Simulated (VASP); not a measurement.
Here is a VASP 6.6.1 calculation.

File INCAR:

```
PREC = Accurate
ENCUT = 520
EDIFF = 1E-7
ISMEAR = 0
SIGMA = 0.1
LREAL = False
LASPH = True
NELM = 100
ALGO = Normal
ISIF = 2
LWAVE = False
LCHARG = True
LDIPOL = True
IDIPOL = 3
DIPOL = 0.5 0.5 0.338
GGA = PE
IVDW = 12
LELF = True
LVHAR = True
LVACPOTAV = True
NBANDS = 26
```

Contents of KPOINTS:

```
regular mesh
0
Gamma
  6 6 1
```

Contents of POSCAR:

```
In2As2H
1.0
    4.3220706691      0.0000000000      0.0000000000
   -2.1610353346      3.7430229964      0.0000000000
    0.0000000000      0.0000000000     21.7386927198
As In H
2 2 1
Direct
    0.0000000000      0.0000000000      0.1840037049
    0.3333333333      0.6666666667      0.3557112058
    0.3333333333      0.6666666667      0.2245875152
    0.6666666667      0.3333333333      0.3881876812
    0.6666666667      0.5555555556      0.5399907378
```

Potentials or basis: VASP PAW PBE potentials, release 64 (As, In_d, H).

Command:

```bash
$ cat potpaw_PBE.64/As/POTCAR potpaw_PBE.64/In_d/POTCAR potpaw_PBE.64/H/POTCAR > POTCAR
$ mpirun -np 1 vasp_std > vasp.out
```

What does it give for the largest force?

0.673 eV/Å.

Estimate the band gap on the k mesh.

zero (an odd number of electrons rules out a gap without spin polarisation).

Forces in eV/Å, atoms in the order of the input:
```
As   0.010 -0.015  0.067
As  -0.015  0.009 -0.281
In  -0.006  0.006  0.088
In  -0.057  0.115  0.661
H    0.067 -0.116 -0.536
```

Caveat: spin-orbit coupling is left out, which moves the levels of the heavy elements.
